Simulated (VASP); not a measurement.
Here is a VASP 6.6.1 calculation.

Contents of INCAR:

```
ALGO     = Normal         # electronic algorithm
EDIFF    = 1E-6           # SCF threshold, eV
ENCUT    = 520            # plane-wave cutoff, eV
GGA      = CA             # functional
ISIF     = 2              # what is computed and relaxed
ISMEAR   = -1             # smearing method
LASPH    = T              # aspherical terms in the spheres
LCHARG   = F              # write CHGCAR
LREAL    = F              # projectors in reciprocal space
LWAVE    = F              # write WAVECAR
NBANDS   = 20             # bands
NELM     = 60             # most SCF steps
PREC     = Accurate       # precision mode
SIGMA    = 0.05           # smearing width, eV
```

Contents of KPOINTS:

```
k-points
0
Gamma
  10 10 10
```

The input POSCAR:

```
MoS2
1.0
    1.5640716975      0.9030172156      6.0323514456
   -1.5640716975      0.9030172156      6.0323514456
    0.0000000000     -1.8060344312      6.0323514456
Mo S
1 2
Direct
    0.0000000000      0.0000000000      0.0000000000
    0.2500000000      0.2500000000      0.2500000000
    0.7500000000      0.7500000000      0.7500000000
```

Potentials or basis: VASP PAW LDA potentials, release 64 (Mo_sv, S).

The run is started by

```console
$ cat potpaw_LDA.64/Mo_sv/POTCAR potpaw_LDA.64/S/POTCAR > POTCAR
$ mpirun -np 1 vasp_std > vasp.out
```

Question: What does it give for the band gap on the k mesh?

Answer: Zero (bands 13 and 14 overlap by 0.56 eV).

Question: Predict the pressure.

Answer: 7.1 GPa.

Stress tensor (GPa, compression positive):
```
 5.13  0.00  0.00
 0.00  5.13  0.00
 0.00  0.00 10.94
```

Caveat: the cell stands under pressure; forces of over 1 eV/Å act on the atoms, so gaps and moduli don't describe the material at rest.
